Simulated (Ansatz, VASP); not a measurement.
# Ge in VASP and in Ansatz

The input INCAR:

```
  ALGO = Fast
  EDIFF = 1E-6
  ENCUT = 520
  GGA = PS
  ISIF = 2
  ISMEAR = 0
  LASPH = True
  LCHARG = False
  LREAL = False
  LWAVE = False
  NBANDS = 66
  NELM = 80
  PREC = Accurate
  SIGMA = 0.15
```

Contents of KPOINTS:

```
k-points
0
Gamma
  9 9 9
```

File POSCAR:

```
Ge
1.0
    4.8008000000      2.7717431723      2.0698666667
   -4.8008000000      2.7717431723      2.0698666667
    0.0000000000     -5.5434863447      2.0698666667
Ge
8
Direct
    0.7160166262      0.7160166262      0.7160166262
    0.2839833738      0.2839833738      0.2839833738
    0.0302911486      0.7262027915      0.5337905696
    0.5337905696      0.0302911486      0.7262027915
    0.7262027915      0.5337905696      0.0302911486
    0.9697088514      0.2737972085      0.4662094304
    0.4662094304      0.9697088514      0.2737972085
    0.2737972085      0.4662094304      0.9697088514
```

Input for Ansatz:

```yaml
crystal:
  lattice:
    - [4.8008, 2.7717431723, 2.0698666667]
    - [-4.8008, 2.7717431723, 2.0698666667]
    - [0.0, -5.5434863447, 2.0698666667]
  atoms:
    - { symbol: Ge, position: [0.7160166262, 0.7160166262, 0.7160166262] }
    - { symbol: Ge, position: [0.2839833738, 0.2839833738, 0.2839833738] }
    - { symbol: Ge, position: [0.0302911486, 0.7262027915, 0.5337905696] }
    - { symbol: Ge, position: [0.5337905696, 0.0302911486, 0.7262027915] }
    - { symbol: Ge, position: [0.7262027915, 0.5337905696, 0.0302911486] }
    - { symbol: Ge, position: [0.9697088514, 0.2737972085, 0.4662094304] }
    - { symbol: Ge, position: [0.4662094304, 0.9697088514, 0.2737972085] }
    - { symbol: Ge, position: [0.2737972085, 0.4662094304, 0.9697088514] }
basis:
  ecutwfc: 420
kpoints:
  mp_grid: { grid: [9, 9, 9] }
hamiltonian:
  xc: pbesol
  pseudopotentials: { kind: paw, azcp: { folder: soft_1 } }
scf:
  occupations: { method: gaussian, width: 0.15 }
output:
  forces: true
  stress: true
  eigenvalues: true
```

Alike in both runs: task single point; functional PBEsol; k mesh 9 × 9 × 9; occupations gaussian, width 0.15 eV; no spin polarisation.

|  | VASP | Ansatz |
| --- | --- | --- |
| version | VASP 6.6.1 | Ansatz 0.2.0 |
| potentials or method | VASP PAW PBE potentials, release 64 (Ge_d), cutoff 520 eV | scalar-relativistic, plane waves, PAW |
| valence electrons in the cell | 112 | 112 |

|  | VASP | Ansatz | Ansatz less VASP |
| --- | --- | --- | --- |
| gap on the k mesh at the Fermi level (eV) | none | none | - |
| pressure (GPa) | 0.0 | 0.2 | +0.14 |
| traceless stress, the component that is largest in VASP (GPa) | -7.13 | -7.14 | -0.004 |
| rms of the force components (eV/Å) | 0.309 | 0.311 | +0.0023 |

VASP's potentials were made for PBE, not for PBEsol, and Ansatz warns of the same on its side. Atom by atom the forces differ by 0.003 eV/Å (rms over components). A gap of «none» marks a metal or a gap that the smearing closes.
